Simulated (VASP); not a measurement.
Input of a VASP 6.6.1 run:

Contents of INCAR:

```
SYSTEM = Ge6F
  ALGO = Normal
  DIPOL = 0.5 0.5 0.331
  EDIFF = 1E-7
  ENCUT = 520
  GGA = PE
  IDIPOL = 3
  ISIF = 2
  ISMEAR = 0
  LASPH = .TRUE.
  LCHARG = .FALSE.
  LDIPOL = .TRUE.
  LREAL = .FALSE.
  LWAVE = .FALSE.
  NBANDS = 54
  NELM = 60
  PREC = Accurate
  SIGMA = 0.1
```

File KPOINTS:

```
k-points
0
G
  7 5 1
  0 0 0
```

File POSCAR:

```
Ge6F
1.0
    4.0740542126      0.0000000000      0.0000000000
    0.0000000000      5.7615827213      0.0000000000
    0.0000000000      0.0000000000     19.5242196736
Ge F
6 1
Direct
    0.5000000000      0.0000000000      0.2048737449
    0.0000000000      0.2500000000      0.2048737449
    0.0000000000      0.5005156572      0.3087424246
    0.5000000000      0.7494843428      0.3087424246
    0.5000000000      0.0069199665      0.4109879835
    0.0000000000      0.2430800335      0.4109879835
    0.8333333333      0.8402532998      0.4655839538
```

Potentials or basis: VASP PAW PBE potentials, release 64 (Ge_d, F).

The run is started by

```bash
$ cat potpaw_PBE.64/Ge_d/POTCAR potpaw_PBE.64/F/POTCAR > POTCAR
$ mpirun -np 1 vasp_std > vasp.out
```

(1) What does it give for the largest force?

(2) Predict the band gap on the k mesh.

Answers

(1) 1.511 eV/Å.

(2) zero (an odd number of electrons rules out a gap without spin polarisation).

Caveat: an odd number of electrons without spin polarisation forces a metal; a magnetic or distorted state may lie lower.
